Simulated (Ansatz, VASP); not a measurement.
# One calculation of KF, two programs

```xyz
2
Lattice="0.0277 2.5957 2.5957 2.5957 0.0277 2.5957 2.5957 2.5957 0.0277" Properties=species:S:1:pos:R:3 pbc="T T T"
K     0.0000    0.0000    0.0000
F     2.6095    2.6095    2.6095
```

Alike in both runs: task single point; functional LDA; k mesh 8 × 8 × 8; occupations gaussian, width 0.05 eV; no spin polarisation.

|  | VASP | Ansatz |
| --- | --- | --- |
| version | VASP 6.6.1 | Ansatz 0.2.0 |
| potentials or method | VASP PAW LDA potentials, release 64 (K_sv, F), cutoff 520 eV | scalar-relativistic, plane waves, PAW |
| valence electrons in the cell | 16 | 16 |

VASP gave:

* gap on the k mesh at the Fermi level (eV): 6.34
* least direct gap on the mesh (eV): 6.34
* pressure (GPa): 0.2
* traceless stress, the component that is largest in VASP (GPa): -0.15

**Question.** Estimate Ansatz's values.

**Answer.** gap on the k mesh at the Fermi level (eV): 6.36; least direct gap on the mesh (eV): 6.36; pressure (GPa): 0.0; traceless stress, the component that is largest in VASP (GPa): -0.15.

LDA's correlation is that of Perdew and Zunger in VASP and of Perdew and Wang (1992) in Ansatz.
